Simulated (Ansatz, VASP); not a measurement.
One calculation of Sb2Pt, two programs

```
Sb Pt
1.0
     6.47298    0.00000    0.00000
     0.00000    6.47298    0.00000
     0.00000    0.00000    6.47298
Sb Pt
8 4
Direct
  0.37470 0.37470 0.37470
  0.12530 0.62530 0.87470
  0.87470 0.12530 0.62530
  0.62530 0.87470 0.12530
  0.62530 0.62530 0.62530
  0.87470 0.37470 0.12530
  0.12530 0.87470 0.37470
  0.37470 0.12530 0.87470
  0.00000 0.00000 0.00000
  0.50000 0.00000 0.50000
  0.50000 0.50000 0.00000
  0.00000 0.50000 0.50000
```

Alike in both runs: functional PBE; dispersion D3(BJ); k mesh 6 × 6 × 6; occupations gaussian, width 0.1 eV; no spin polarisation.

Ansatz relaxed the structure, and its values are those at the end. VASP's run is a single point on that final structure, the one shown.

|  | VASP | Ansatz |
| --- | --- | --- |
| version | VASP 6.6.1 | Ansatz 0.2.0 |
| potentials or method | VASP PAW PBE potentials, release 64 (Sb, Pt), cutoff 520 eV | scalar-relativistic, plane waves, PAW |
| valence electrons in the cell | 80 | 192 |

Ansatz gave:

* gap on the k mesh at the Fermi level (eV): none
* pressure (GPa): 0.0
* rms of the force components (eV/Å): 0.002

Q: Estimate VASP's values.

A: gap on the k mesh at the Fermi level (eV): none; pressure (GPa): -0.3; rms of the force components (eV/Å): 0.011.

A gap of «none» marks a metal or a gap that the smearing closes. VASP's potentials hold 80 valence electrons a cell and Ansatz's 192, so a difference there can come from the potentials and not from the codes.

Spin-orbit coupling is off throughout.
